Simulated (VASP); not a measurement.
A run of VASP 6.6.1:

Contents of POSCAR:

```
Ba
1.0
    1.9256750000     -3.5952500000      0.0000000000
    1.9256750000      3.5952500000      0.0000000000
    0.0000000000      0.0000000000      5.5290000000
Ba
1
Direct
    0.0000000000      0.0000000000      0.0000000000
```

INCAR.step1

```
PREC = Accurate ; ENCUT = 520
ISMEAR = 0 ; SIGMA = 0.15
LREAL = False ; LASPH = True
NELM = 80 ; NBANDS = 11
GGA = PE ; ALGO = Normal
EDIFF = 1E-4 ; LWAVE = True
LCHARG = False
```

INCAR.step2

```
PREC = Accurate ; ENCUT = 520
EDIFF = 1E-6 ; ISMEAR = 0
SIGMA = 0.15 ; LREAL = False
LASPH = True ; NELM = 80
ALGO = Normal ; ISIF = 2
LWAVE = False ; LCHARG = False
METAGGA = R2SCAN ; LMIXTAU = True
NBANDS = 11 ; ISTART = 1
```

File KPOINTS:

```
regular mesh
0
Gamma
  14 14 8
```

Potentials or basis: VASP PAW PBE potentials, release 64 (Ba_sv).

Command:

```bash
$ cat potpaw_PBE.64/Ba_sv/POTCAR > POTCAR
$ cp INCAR.step1 INCAR
$ mpirun -np 1 vasp_std > vasp.out
$ cp INCAR.step2 INCAR
$ mpirun -np 1 vasp_std > vasp.out
```

Hardware: 1 thread of Intel Xeon 8259CL, on a shared host.

Q: How long does it take, and how much memory?

A: It took 16 min on 1 thread of Intel Xeon 8259CL, on a shared host, peak memory 0.38 GiB. Counts: k points 285.
